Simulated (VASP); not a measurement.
# BaMo2 (F-43m) in VASP: a series of runs, part 2 of 3

VASP 6.6.1. The steps go on from the part before.

## (3) Relaxation of cell and atoms, PBE

File INCAR:

```
PREC     = Accurate       # precision mode
ENCUT    = 600            # plane-wave cutoff, eV
EDIFF    = 1E-7           # SCF threshold, eV
ISMEAR   = 0              # smearing method
SIGMA    = 0.1            # smearing width, eV
LREAL    = False          # projectors in reciprocal space
LASPH    = True           # aspherical terms in the spheres
NELM     = 100            # most SCF steps
ALGO     = Normal         # electronic algorithm
ISIF     = 3              # what is computed and relaxed
LWAVE    = False          # write WAVECAR
LCHARG   = False          # write CHGCAR
GGA      = PE             # functional
IBRION   = 2              # ionic algorithm
NSW      = 100            # ionic steps
EDIFFG   = -0.01          # ionic threshold
```

File KPOINTS:

```
Automatic mesh
0
Gamma
  12 12 12
```

File POSCAR:

```
BaMo2
1.0
    0.0000000000      3.2957436920      3.2957436920
    3.2957436920      0.0000000000      3.2957436920
    3.2957436920      3.2957436920      0.0000000000
Ba Mo
1 2
Direct
    0.7500000000      0.7500000000      0.7500000000
    0.5000000000      0.5000000000      0.5000000000
    0.2500000000      0.2500000000      0.2500000000
```

Potentials or basis: VASP PAW PBE potentials, release 64 (Ba_sv, Mo_sv).

On the command line:

```console
$ cat potpaw_PBE.64/Ba_sv/POTCAR potpaw_PBE.64/Mo_sv/POTCAR > POTCAR
$ mpirun -np 1 vasp_std > vasp.out
```

OUTCAR:

```text
PREC = Accurate
   ENCUT = 600
   EDIFF = 1E-7
   ISMEAR = 0
   LREAL = False
   LASPH = True
   NELM = 100
   ISIF = 3
   GGA = PE
   IBRION = 2
   NSW = 100
   EDIFFG = -0.01

 ion  position               nearest neighbor table
   1  0.750  0.750  0.750-   2 2.85   2 2.85   2 2.85   2 2.85   3 3.30   3 3.30   3 3.30   3 3.30
                             3 3.30   3 3.30
   2  0.500  0.500  0.500-   3 2.85   3 2.85   3 2.85   1 2.85   3 2.85   1 2.85   1 2.85   1 2.85

   3  0.250  0.250  0.250-   2 2.85   2 2.85   2 2.85   2 2.85   1 3.30   1 3.30   1 3.30   1 3.30
                             1 3.30   1 3.30

  LATTYP: Found a face centered cubic cell.
 ALAT       =     6.5914873840

  Lattice vectors:

 A1 = (   0.0000000000,   3.2957436920,   3.2957436920)
 A2 = (   3.2957436920,   0.0000000000,   3.2957436920)
 A3 = (   3.2957436920,   3.2957436920,   0.0000000000)

Analysis of symmetry for initial positions (statically):
=====================================================================
 Subroutine PRICEL returns:
 Original cell was already a primitive cell.

 Routine SETGRP: Setting up the symmetry group for a
 face centered cubic supercell.

 Subroutine GETGRP returns: Found 24 space group operations
 (whereof 24 operations were pure point group operations)
 out of a pool of 48 trial point group operations.

The static configuration has the point symmetry T_d .

Analysis of symmetry for dynamics (positions and initial velocities):
=====================================================================
 Subroutine PRICEL returns:
 Original cell was already a primitive cell.

 Routine SETGRP: Setting up the symmetry group for a
 face centered cubic supercell.

 Subroutine GETGRP returns: Found 24 space group operations
 (whereof 24 operations were pure point group operations)
 out of a pool of 48 trial point group operations.
[... 123 lines left out ...]
     AMIX_MAG =   1.60;   BMIX_MAG =  1.00
  volume/ion in A,a.u.               =      23.87       161.05
  Fermi-wavevector in a.u.,A,eV,Ry     =   1.325478  2.504791 23.903974  1.756893
  Thomas-Fermi vector in A             =   2.454936
   LORBIT       =      0    0 simple, 1 ext, 2 COOP (PROOUT), +10 PAW based schemes
   GGA     = PE    functional components
   LHFCALC =     F    Hartree Fock is set to
   AEXX    =    0.0000 exact exchange contribution
   IVDW    =     0    specifies the selected vdW correction
   LEPSILON=     F    determine dielectric tensor
   LRPA    =     F    only Hartree local field effects (RPA)
 conjugate gradient relaxation of ions
 non-spin polarized calculation
 Gauss-broadening in eV      SIGMA  =   0.10
  energy-cutoff  :      600.00
  volume of cell :       71.60
 maximum number of plane-waves:      2421
 NGX is ok and might be reduce to    40
   NGX = 19   NGY = 19   NGZ = 19

--------------------------------------- Ionic step        1  -------------------------------------------

 number of electron      37.9999999 magnetization

 Free energy of the ion-electron system (eV)
  ---------------------------------------------------
  ext. energy  EPLUGINS =         0.00000000
  ---------------------------------------------------
  free energy    TOTEN  =       -19.05477239 eV

  energy without entropy =      -19.04226155  energy(sigma->0) =      -19.04851697

------------------------ aborting loop because EDIFF is reached ----------------------------------------

  FORCE on cell =-STRESS in cart. coord.  units (eV):
  Direction    XX          YY          ZZ          XY          YZ          ZX
  --------------------------------------------------------------------------------------
  -------------------------------------------------------------------------------------
  Total        1.0034773      1.0034773      1.0034773      0.0000000      0.0000000      0.0000000
  in kB       22.4557657     22.4557657     22.4557657      0.0000000      0.0000000      0.0000000
  external PRESSURE =      22.4557657 kB  Pullay stress =       0.0000000 kB
[... 61 lines left out ...]
--------------------------------------- Ionic step        3  -------------------------------------------

 number of electron      37.9999999 magnetization

 Free energy of the ion-electron system (eV)
  ---------------------------------------------------
  ext. energy  EPLUGINS =         0.00000000
  ---------------------------------------------------
  free energy    TOTEN  =       -19.06828592 eV

  energy without entropy =      -19.05517269  energy(sigma->0) =      -19.06172930

 E-fermi :   6.2428     XC(G=0): -10.8164

 val. band max:        6.2425243133   @ k =  -0.2500   0.5000   0.2500
 cond. band min:       6.2473819446   @ k =  -0.1667   0.0833   0.0000
 fundamental gap:      0.0048576314
 Fermi energy:         6.2428376329

 k-point     1 :       0.0000    0.0000    0.0000
  band No.  band energies     occupation
      1     -54.3397      2.00000
      2     -54.1782      2.00000
      3     -28.5296      2.00000
      4     -28.5296      2.00000
      5     -28.5296      2.00000
      6     -28.2295      2.00000
[... 613 lines left out ...]
     22       7.7332      0.00000
     23       7.7535      0.00000

 [... further k-points ...]
[... 5 lines left out ...]
  --------------------------------------------------------------------------------------
  -------------------------------------------------------------------------------------
  Total       -0.0019280     -0.0019280     -0.0019280      0.0000000      0.0000000     -0.0000000
  in kB       -0.0419837     -0.0419837     -0.0419837      0.0000000      0.0000000     -0.0000000
  external PRESSURE =      -0.0419837 kB  Pullay stress =       0.0000000 kB
[... 18 lines left out ...]
  FREE ENERGIE OF THE ION-ELECTRON SYSTEM (eV)
  ---------------------------------------------------
  free  energy   TOTEN  =       -19.0682859176 eV

  energy  without entropy=      -19.0551726883  energy(sigma->0) =      -19.06172930

 reached required accuracy - stopping structural energy minimisation
```

OSZICAR:

```text
N       E                     dE             d eps       ncg     rms          rms(c)
DAV:   1     0.427084414698E+03    0.42708E+03   -0.24682E+04  3440   0.180E+03
DAV:   2    -0.792824244290E+00   -0.42788E+03   -0.42330E+03  3844   0.475E+02
DAV:   3    -0.201470420847E+02   -0.19354E+02   -0.19103E+02  4812   0.888E+01
DAV:   4    -0.205753828706E+02   -0.42834E+00   -0.42549E+00  4091   0.117E+01
[... 32 lines left out ...]
DAV:   7    -0.190682966709E+02   -0.23697E-03   -0.37911E-04  4686   0.922E-02    0.247E-02
DAV:   8    -0.190682871404E+02    0.95305E-05   -0.77281E-05  4281   0.411E-02    0.712E-03
DAV:   9    -0.190682864141E+02    0.72631E-06   -0.39699E-06  4256   0.127E-02    0.284E-03
DAV:  10    -0.190682859807E+02    0.43340E-06   -0.97321E-08  2878   0.224E-03    0.746E-04
DAV:  11    -0.190682859176E+02    0.63051E-07   -0.15432E-08  2062   0.115E-03
   3 F= -.19068286E+02 E0= -.19061729E+02  d E =-.135135E-01
```

CONTCAR:

```text
BaMo2
   1.00000000000000
     0.0000000000000000    3.3258656175318624    3.3258656175318624
     3.3258656175318624    0.0000000000000000    3.3258656175318624
     3.3258656175318624    3.3258656175318624    0.0000000000000000
  Ba              Mo
     1     2
Direct
     0.7500000000000000    0.7500000000000000    0.7500000000000000
     0.5000000000000000    0.5000000000000000    0.5000000000000000
     0.2500000000000000    0.2500000000000000    0.2500000000000000

  0.00000000E+00  0.00000000E+00  0.00000000E+00
  0.00000000E+00  0.00000000E+00  0.00000000E+00
  0.00000000E+00  0.00000000E+00  0.00000000E+00
```

It took 9.6 min on 1 thread of Intel Xeon Platinum 8488C (Sapphire Rapids), shared host; peak memory 0.33 GiB.

What came out:

```yaml
Free_energy: -19.0683 eV
Relaxed_volume: 24.53 Å³/atom
Relaxed_cell: a = 4.703 Å, b = 4.703 Å, c = 4.703 Å, α = 60.00°, β = 60.00°, γ = 60.00°
Space_group_after_relaxing_to_0.05_Å: F-43m (No. 216)
Energy_gained_by_relaxing: 4.5 meV/atom
Ionic_steps: 3
Pressure_after_relaxing: 0.0 GPa
Band_gap_on_the_k_mesh: zero (band 19 reaches 6.53 eV, above the bottom of band 20 at 5.96 eV)
```

Step by step:
```tsv
step	energy change (eV)	largest force (eV/Å)	pressure (GPa)	volume (Å³)
1	0.0000	0.0000	2.25	71.60
2	-0.0060	0.0000	-1.54	75.12
3	-0.0135	0.0000	0.00	73.58
```

Final structure:
```yaml
crystal:
  lattice:
    - [0.00000, 3.32587, 3.32587]
    - [3.32587, 0.00000, 3.32587]
    - [3.32587, 3.32587, 0.00000]
  atoms:
    - { symbol: Ba, position: [0.75000, 0.75000, 0.75000] }
    - { symbol: Mo, position: [0.50000, 0.50000, 0.50000] }
    - { symbol: Mo, position: [0.25000, 0.25000, 0.25000] }
```

Levels at points of the mesh, in eV from the Fermi level:
```tsv
k point	band 16	band 17	band 18	band 19	band 20	band 21	band 22	band 23
(0.00, 0.00, 0.00)	-1.29	-1.29	-1.29	0.07	0.07	0.07	1.97	1.97
(0.50, 0.00, 0.00)	-1.36	-1.11	-1.11	-0.78	0.41	0.41	1.16	1.16
(0.50, 0.50, 0.00)	-1.45	-1.12	-0.82	-0.24	0.21	1.25	1.25	2.41
```

Caveat: spin-orbit coupling is left out, which moves the levels of the heavy elements.

## (4) Single point, PBE

File INCAR:

```
ALGO = Normal
EDIFF = 1E-7
ENCUT = 520
GGA = PE
ISIF = 2
ISMEAR = 0
LASPH = T
LCHARG = T
LELF = T
LREAL = F
LVHAR = T
LWAVE = F
NBANDS = 26
NELM = 100
PREC = Accurate
SIGMA = 0.1
```

File KPOINTS:

```
k-points
0
Gamma
  4 4 4
```

File POSCAR:

```
BaMo2
1.0
    0.0000000000      3.2957436920      3.2957436920
    3.2957436920      0.0000000000      3.2957436920
    3.2957436920      3.2957436920      0.0000000000
Ba Mo
1 2
Direct
    0.2500000000      0.2500000000      0.2500000000
    0.5000000000      0.5000000000      0.5000000000
    0.7500000000      0.7500000000      0.7500000000
```

Potentials or basis: VASP PAW PBE potentials, release 64 (Ba_sv, Mo_sv).

On the command line:

```console
$ cat potpaw_PBE.64/Ba_sv/POTCAR potpaw_PBE.64/Mo_sv/POTCAR > POTCAR
$ mpirun -np 1 vasp_std > vasp.out
```

OUTCAR:

```text
EDIFF = 1E-7
   ENCUT = 520
   GGA = PE
   ISIF = 2
   ISMEAR = 0
   LASPH = T
   LREAL = F
   NELM = 100
   PREC = Accurate

 ion  position               nearest neighbor table
   1  0.250  0.250  0.250-   2 2.85   2 2.85   2 2.85   2 2.85   3 3.30   3 3.30   3 3.30   3 3.30
                             3 3.30   3 3.30
   2  0.500  0.500  0.500-   1 2.85   1 2.85   1 2.85   1 2.85   3 2.85   3 2.85   3 2.85   3 2.85

   3  0.750  0.750  0.750-   2 2.85   2 2.85   2 2.85   2 2.85   1 3.30   1 3.30   1 3.30   1 3.30
                             1 3.30   1 3.30

  LATTYP: Found a face centered cubic cell.
 ALAT       =     6.5914873840

  Lattice vectors:

 A1 = (   0.0000000000,   3.2957436920,   3.2957436920)
 A2 = (   3.2957436920,   0.0000000000,   3.2957436920)
 A3 = (   3.2957436920,   3.2957436920,   0.0000000000)

Analysis of symmetry for initial positions (statically):
=====================================================================
 Subroutine PRICEL returns:
 Original cell was already a primitive cell.

 Routine SETGRP: Setting up the symmetry group for a
 face centered cubic supercell.

[... 149 lines left out ...]

  energy without entropy =      -18.91578467  energy(sigma->0) =      -18.93430829

 E-fermi :   6.6639     XC(G=0): -10.9461

 val. band max:        6.6566352400   @ k =  -0.2500   0.2500   0.0000
 cond. band min:       6.7697309706   @ k =   0.5000   0.2500   0.0000
 fundamental gap:      0.1130957306
 Fermi energy:         6.6638945174

 k-point     1 :       0.0000    0.0000    0.0000
  band No.  band energies     occupation
      1     -54.0263      2.00000
      2     -53.8643      2.00000
      3     -28.2396      2.00000
      4     -28.2396      2.00000
      5     -28.2396      2.00000
      6     -27.9155      2.00000
[... 221 lines left out ...]
     25       9.1357      0.00000
     26      10.5224      0.00000

------------------------ aborting loop because EDIFF is reached ----------------------------------------

  FORCE on cell =-STRESS in cart. coord.  units (eV):
  Direction    XX          YY          ZZ          XY          YZ          ZX
  --------------------------------------------------------------------------------------
  -------------------------------------------------------------------------------------
  Total        1.2820214      1.2820214      1.2820214     -0.0000000      0.0000000     -0.0000000
  in kB       28.6890107     28.6890107     28.6890107     -0.0000000      0.0000000     -0.0000000
  external PRESSURE =      28.6890107 kB  Pullay stress =       0.0000000 kB

 VOLUME and BASIS-vectors are now :
 -----------------------------------------------------------------------------
  energy-cutoff  :      520.00
  volume of cell :       71.60
      direct lattice vectors                 reciprocal lattice vectors
     0.000000000  3.295743692  3.295743692    -0.151710827  0.151710827  0.151710827
     3.295743692  0.000000000  3.295743692     0.151710827 -0.151710827  0.151710827
     3.295743692  3.295743692  0.000000000     0.151710827  0.151710827 -0.151710827

 POSITION                                       TOTAL-FORCE (eV/Angst)
 -----------------------------------------------------------------------------------
      1.64787      1.64787      1.64787         0.000000      0.000000      0.000000
      3.29574      3.29574      3.29574        -0.000000     -0.000000     -0.000000
      4.94362      4.94362      4.94362        -0.000000      0.000000      0.000000
 -----------------------------------------------------------------------------------
    total drift:                                0.000000      0.000000      0.000000

  FREE ENERGIE OF THE ION-ELECTRON SYSTEM (eV)
  ---------------------------------------------------
  free  energy   TOTEN  =       -18.9528319042 eV

  energy  without entropy=      -18.9157846682  energy(sigma->0) =      -18.93430829
```

OSZICAR:

```text
N       E                     dE             d eps       ncg     rms          rms(c)
DAV:   1     0.368251268498E+03    0.36825E+03   -0.22811E+04   440   0.142E+03
DAV:   2    -0.430604711727E+01   -0.37256E+03   -0.36517E+03   484   0.405E+02
DAV:   3    -0.201388073164E+02   -0.15833E+02   -0.15330E+02   580   0.717E+01
DAV:   4    -0.205104904094E+02   -0.37168E+00   -0.37016E+00   514   0.901E+00
DAV:   5    -0.205189749062E+02   -0.84845E-02   -0.84838E-02   548   0.111E+00    0.167E+01
DAV:   6    -0.227185879048E+02   -0.21996E+01   -0.34124E+01   448   0.216E+01    0.159E+01
DAV:   7    -0.192058053949E+02    0.35128E+01   -0.21108E+01   442   0.168E+01    0.672E+00
DAV:   8    -0.189817552335E+02    0.22405E+00   -0.11617E+00   486   0.490E+00    0.291E+00
DAV:   9    -0.189554491069E+02    0.26306E-01   -0.14166E-01   442   0.266E+00    0.779E-01
DAV:  10    -0.189527669606E+02    0.26821E-02   -0.13607E-02   438   0.853E-01    0.311E-01
DAV:  11    -0.189528423102E+02   -0.75350E-04   -0.95709E-04   512   0.192E-01    0.531E-02
DAV:  12    -0.189528318413E+02    0.10469E-04   -0.17058E-04   472   0.811E-02    0.217E-02
DAV:  13    -0.189528325206E+02   -0.67931E-06   -0.11967E-05   442   0.245E-02    0.637E-03
DAV:  14    -0.189528319533E+02    0.56728E-06   -0.15386E-06   462   0.619E-03    0.211E-03
DAV:  15    -0.189528319042E+02    0.49135E-07   -0.20948E-07   328   0.307E-03
   1 F= -.18952832E+02 E0= -.18934308E+02  d E =-.370472E-01
```

It used 18 s of CPU time on 1 thread of Intel(R) Xeon(R) Platinum 8488C (Sapphire Rapids), with other jobs on the host.

What came out:

- Free energy: -18.9528 eV
- Pressure: 2.9 GPa
- Band gap on the k mesh: zero (band 19 reaches 6.83 eV, above the bottom of band 20 at 6.60 eV)

Levels at points of the mesh, in eV from the Fermi level:
```csv
k point,band 17,band 18,band 19,band 20,band 21,band 22
"(0.00, 0.00, 0.00)",-1.48,-1.48,-0.06,-0.06,-0.06,1.90
"(0.50, 0.00, 0.00)",-1.29,-1.29,-0.95,0.28,0.28,1.05
"(0.50, 0.50, 0.00)",-1.26,-1.02,-0.42,0.14,1.13,1.13
```

Caveat: the k points lie up to 0.41 Å⁻¹ apart; spin-orbit coupling is left out, which moves the levels of the heavy elements.

(Continued in part 3 of 3.)
